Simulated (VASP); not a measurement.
# Ti2Cl (C2/m) in VASP: notebook, part 2 of 2

VASP 6.6.1. Earlier steps stand in the parts before.

**3. Single point, PBE, collinear spin, ferromagnetic start**

This run uses another cell than the first one, of 17.66 Å³/atom, 1.026 times its volume.

File INCAR:

```
PREC     = Accurate       # precision mode
ENCUT    = 520            # plane-wave cutoff, eV
EDIFF    = 1E-6           # SCF threshold, eV
ISMEAR   = 0              # smearing method
SIGMA    = 0.1            # smearing width, eV
LREAL    = False          # projectors in reciprocal space
LASPH    = True           # aspherical terms in the spheres
NELM     = 150            # most SCF steps
ALGO     = Normal         # electronic algorithm
ISIF     = 2              # what is computed and relaxed
LWAVE    = False          # write WAVECAR
LCHARG   = False          # write CHGCAR
ISPIN    = 2              # spin polarisation
MAGMOM   = 1 1 0          # initial moments
LORBIT   = 11             # projections on sites
LMAXMIX  = 4              # l up to which the mixer works
GGA      = PE             # functional
NBANDS   = 26             # bands
```

File KPOINTS:

```
regular mesh
0
Gamma
  6 6 4
```

File POSCAR:

```
Ti2Cl
1.0
    2.8407889719     -1.5045948258     -0.2953670828
    2.8407889719      1.5045948258     -0.2953670828
   -0.4189618039      0.0000000000      6.2401702874
Ti Cl
2 1
Direct
    0.6192649082      0.6192649082      0.3361477626
    0.3807350918      0.3807350918      0.6638522374
    0.0000000000      0.0000000000      0.0000000000
```

Potentials or basis: VASP PAW PBE potentials, release 64 (Ti_sv, Cl).

Run with:

```sh
> cat potpaw_PBE.64/Ti_sv/POTCAR potpaw_PBE.64/Cl/POTCAR > POTCAR
> mpirun -np 1 vasp_std > vasp.out
```

OUTCAR:

```text
PREC = Accurate
   ENCUT = 520
   EDIFF = 1E-6
   ISMEAR = 0
   LREAL = False
   LASPH = True
   NELM = 150
   ISIF = 2
   ISPIN = 2
   LORBIT = 11
   GGA = PE

 ion  position               nearest neighbor table
   1  0.619  0.619  0.336-   3 2.58   3 2.58   2 2.65   2 2.77   2 2.77
   2  0.381  0.381  0.664-   3 2.58   3 2.58   1 2.65   1 2.77   1 2.77
   3  0.000  0.000  0.000-   1 2.58   1 2.58   2 2.58   2 2.58

  LATTYP: Found a base centered monoclinic cell.
 ALAT       =     5.7122057724
 B/A-ratio  =     0.5267999389
 C/A-ratio  =     1.0948868374
 COS(beta)  =    -0.1698133097

  Lattice vectors:

 A1 = (   2.8407889719,  -1.5045948258,  -0.2953670828)
 A2 = (   2.8407889719,   1.5045948258,  -0.2953670828)
 A3 = (  -0.4189618039,   0.0000000000,   6.2401702874)

Analysis of symmetry for initial positions (statically):
=====================================================================
 Subroutine PRICEL returns:
 Original cell was already a primitive cell.

[... 895 lines left out ...]
  band No.  band energies     occupation
      1     -48.7438      1.00000
      2     -48.6204      1.00000
      3     -25.2629      1.00000
      4     -24.8880      1.00000
      5     -24.8342      1.00000
      6     -24.8171      1.00000
[... 685 lines left out ...]
     25      15.4846      0.00000
     26      15.8534      0.00000

 [... further k-points ...]
[... 5 lines left out ...]
  --------------------------------------------------------------------------------------
  -------------------------------------------------------------------------------------
  Total        0.6281658      0.4663440     -0.5873122      0.0000000      0.0000000      0.3580376
  in kB       18.9995029     14.1050408    -17.7638452      0.0000000      0.0000000     10.8292039
  external PRESSURE =       5.1135662 kB  Pullay stress =       0.0000000 kB

 VOLUME and BASIS-vectors are now :
 -----------------------------------------------------------------------------
  energy-cutoff  :      520.00
  volume of cell :       52.97
      direct lattice vectors                 reciprocal lattice vectors
     2.840788972 -1.504594826 -0.295367083     0.177244740 -0.332315379  0.011900120
     2.840788972  1.504594826 -0.295367083     0.177244740  0.332315379  0.011900120
    -0.418961804  0.000000000  6.240170287     0.016779113  0.000000000  0.161378578

 POSITION                                       TOTAL-FORCE (eV/Angst)
 -----------------------------------------------------------------------------------
      3.37757      0.00000      1.73180        -0.088236      0.000000      0.290734
      1.88505      0.00000      3.91764         0.088236      0.000000     -0.290734
      0.00000      0.00000      0.00000         0.000000      0.000000      0.000000
 -----------------------------------------------------------------------------------
    total drift:                                0.000000     -0.000000      0.000000

  FREE ENERGIE OF THE ION-ELECTRON SYSTEM (eV)
  ---------------------------------------------------
  free  energy   TOTEN  =       -18.8380796174 eV

  energy  without entropy=      -18.8267362259  energy(sigma->0) =      -18.83240792

 total charge

# of ion       s       p       d       tot
------------------------------------------
    1        2.213   6.090   1.915  10.218
    2        2.213   6.090   1.915  10.218
    3        1.600   3.556   0.000   5.156
--------------------------------------------------
tot          6.025  15.736   3.830  25.591

 magnetization (x)

# of ion       s       p       d       tot
------------------------------------------
    1        0.007   0.006   0.370   0.382
    2        0.007   0.006   0.370   0.382
    3        0.001  -0.008   0.000  -0.007
--------------------------------------------------
tot          0.015   0.003   0.740   0.758
```

It took 58 s on 1 thread of AMD EPYC 9R45 (Zen 5), shared host; peak memory 0.22 GiB.

What came out:

* Free energy: -18.8381 eV
* Pressure: 0.5 GPa
* Largest force: 0.304 eV/Å
* Net moment: 0.95 μB per cell
* Site moments: Ti +0.38; Cl -0.01 μB
* Valence electrons inside the program's atomic spheres: Ti 10.22; Cl 5.16

Forces on the atoms (eV/Å):
```
Ti  -0.088  0.000  0.291
Ti   0.088  0.000 -0.291
Cl   0.000  0.000  0.000
```

Levels at points of the mesh, in eV from the Fermi level:
Spin up:
| k point | band 14 | band 15 | band 16 | band 17 | band 18 | band 19 |
| --- | --- | --- | --- | --- | --- | --- |
| (0.00, 0.00, 0.00) | -1.91 | -0.47 | -0.07 | 0.38 | 0.74 | 0.89 |
| (0.50, 0.00, 0.00) | -1.27 | -1.22 | -0.08 | 0.94 | 1.63 | 1.64 |
| (0.50, 0.50, 0.00) | -1.44 | -0.87 | -0.18 | 0.47 | 1.16 | 1.76 |
| (0.00, 0.00, 0.50) | -2.65 | -0.37 | -0.27 | 0.67 | 0.85 | 1.14 |
| (0.50, 0.00, 0.50) | -1.74 | -0.87 | -0.37 | 0.78 | 1.08 | 1.91 |
| (0.50, 0.50, 0.50) | -1.66 | -1.20 | -0.56 | 0.14 | 0.39 | 2.09 |
Spin down:
```tsv
k point	band 11	band 12	band 13	band 14	band 15	band 16	band 17	band 18	band 19	band 20
(0.00, 0.00, 0.00)	-4.23	-3.78	-3.73	-1.80	0.23	0.25	0.65	0.93	1.21	1.79
(0.50, 0.00, 0.00)	-6.68	-4.79	-2.02	-1.03	-1.00	0.75	1.38	1.81	1.89	2.31
(0.50, 0.50, 0.00)	-6.79	-4.42	-2.06	-0.74	-0.58	0.10	0.72	1.42	2.15	2.26
(0.00, 0.00, 0.50)	-3.77	-3.76	-2.85	-2.50	-0.07	0.49	0.86	1.09	1.46	2.03
(0.50, 0.00, 0.50)	-6.66	-4.86	-1.75	-1.57	-0.68	0.39	0.99	1.25	2.41	2.77
(0.50, 0.50, 0.50)	-6.73	-4.38	-1.48	-1.40	-0.60	-0.05	0.36	0.66	2.49	2.52
```

Caveat: the k points lie up to 0.39 Å⁻¹ apart.

**4. Single point, PBE**

This run uses another cell than the first one, of 17.65 Å³/atom, 1.025 times its volume.

File INCAR:

```
SYSTEM = Ti2Cl
ALGO = Normal
EDIFF = 1E-6
ENCUT = 520
GGA = PE
ISIF = 2
ISMEAR = 0
LASPH = .TRUE.
LCHARG = .FALSE.
LREAL = .FALSE.
LWAVE = .FALSE.
NBANDS = 22
NELM = 100
PREC = Accurate
SIGMA = 0.1
```

File KPOINTS:

```
k-points
0
G
  18 18 8
  0 0 0
```

File POSCAR:

```
Ti2Cl
1.0
    2.8607651003     -1.5024292809      0.0095843741
    2.8607651003      1.5024292809      0.0095843741
   -1.0431004790      0.0000000000      6.1565207424
Ti Cl
2 1
Direct
    0.6209951917      0.6209951917      0.3362767377
    0.3790048083      0.3790048083      0.6637232623
    0.0000000000      0.0000000000      0.0000000000
```

Run with:

```sh
> cat potpaw_PBE.64/Ti_sv/POTCAR potpaw_PBE.64/Cl/POTCAR > POTCAR
> mpirun -np 1 vasp_std > vasp.out
```

Wall time 5.5 min (1 thread of AMD EPYC 9R45 (Zen 5), shared host); peak memory 0.7 GiB.

Results (log left out):

```yaml
Free_energy: -18.8137 eV
Pressure: -0.1 GPa
Largest_force: 0.024 eV/Å
```

Forces on the atoms (eV/Å):
```
Ti  -0.002  0.000  0.024
Ti   0.002  0.000 -0.024
Cl   0.000  0.000  0.000
```

Stress tensor (GPa, compression positive):
```
-0.13  0.00  0.03
 0.00 -0.15  0.00
 0.03  0.00 -0.03
```

Levels at points of the mesh, in eV from the Fermi level:
```tsv
k point	band 13	band 14	band 15	band 16	band 17	band 18
(0.00, 0.00, 0.00)	-3.72	-1.91	-0.20	0.02	0.45	0.78
(0.50, 0.00, 0.00)	-2.16	-1.20	-1.19	0.22	1.11	1.63
(0.50, 0.50, 0.00)	-2.24	-1.18	-0.80	-0.07	0.53	1.22
(0.00, 0.00, 0.50)	-2.97	-2.62	-0.29	0.02	0.71	0.92
(0.50, 0.00, 0.50)	-1.94	-1.72	-0.85	-0.08	0.80	1.08
(0.50, 0.50, 0.50)	-1.68	-1.60	-0.99	-0.35	0.19	0.46
```

Caveat: an odd number of electrons without spin polarisation forces a metal; a magnetic or distorted state may lie lower.

**5. Overview**

```csv
spin,cell,k mesh,gap on the mesh (eV),pressure (GPa),moment (μB),largest force (eV/Å)
"collinear, ferromagnetic start","a = 3.640, b = 3.640, c = 4.373 Å, angles 90.0, 90.0, 63.1°, 3 atoms",6 × 6 × 4,none,0.8,0.00,1.03
"collinear, ferromagnetic start","a = 3.228, b = 3.228, c = 6.254 Å, angles 98.6, 98.6, 55.6°, 3 atoms",6 × 6 × 4,none,0.5,0.95,0.30
off,"a = 3.231, b = 3.231, c = 6.244 Å, angles 98.3, 98.3, 55.4°, 3 atoms",18 × 18 × 8,none,-0.1,-,0.02
```

Alike in all rows: task single point; level PBE; potentials or basis VASP PAW PBE potentials, release 64 (Ti_sv, Cl); cutoff (eV) 520; smearing gaussian 0.1 eV.

Caveats: some runs use coarse meshes; forces of over 1 eV/Å act on the atoms, so gaps and moduli don't describe the material at rest (some runs); an odd number of electrons without spin polarisation forces a metal (some runs); a magnetic or distorted state may lie lower (some runs).

Absolute energies hang on the potentials; compare differences alone.
